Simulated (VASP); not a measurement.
Wanted: the native input for a VASP 6.6.1 run.

```
Task                   : single point
Functional             : RPBE
Potentials or basis    : VASP PAW PBE potentials, release 64 (Ni)
Cutoff                 : 520 eV
k mesh                 : 25 × 25 × 25
Occupations            : fermi-dirac, width 0.1 eV
Spin                   : no spin polarisation
Dipole correction      : no
Further INCAR settings : ALGO = Normal; EDIFF = 1e-06; NBANDS = 11
```

The structure of Ni lies in POSCAR:

```
Ni
1.0
    0.0000000000      1.7740934967      1.7740934967
    1.7740934967      0.0000000000      1.7740934967
    1.7740934967      1.7740934967      0.0000000000
Ni
1
Direct
    0.0000000000      0.0000000000      0.0000000000
```

These files were run (other wordings do the same):

INCAR

```
ALGO = Normal
EDIFF = 1E-6
ENCUT = 520
GGA = RP
ISIF = 2
ISMEAR = -1
LASPH = T
LCHARG = F
LREAL = F
LWAVE = F
NBANDS = 11
NELM = 80
PREC = Accurate
SIGMA = 0.1
```

KPOINTS

```
k-points
0
Gamma
  25 25 25
```

Potentials or basis: VASP PAW PBE potentials, release 64 (Ni).

Command:

```bash
$ cat potpaw_PBE.64/Ni/POTCAR > POTCAR
$ mpirun -np 1 vasp_std > vasp.out
```

Results of the run:

```
Pressure               : 0.3 GPa
Band gap on the k mesh : zero (band 5 reaches 9.12 eV, above the bottom of band 6 at 8.20 eV)
```

Caveat: the PAW data sets were made with another functional, which shifts forces and pressure a little; the run has no spin polarisation, though such a crystal can be magnetic.

It took 19 s on 1 thread of Intel(R) Xeon(R) 6975P-C (Granite Rapids) (shared host), peak memory 0.17 GiB.
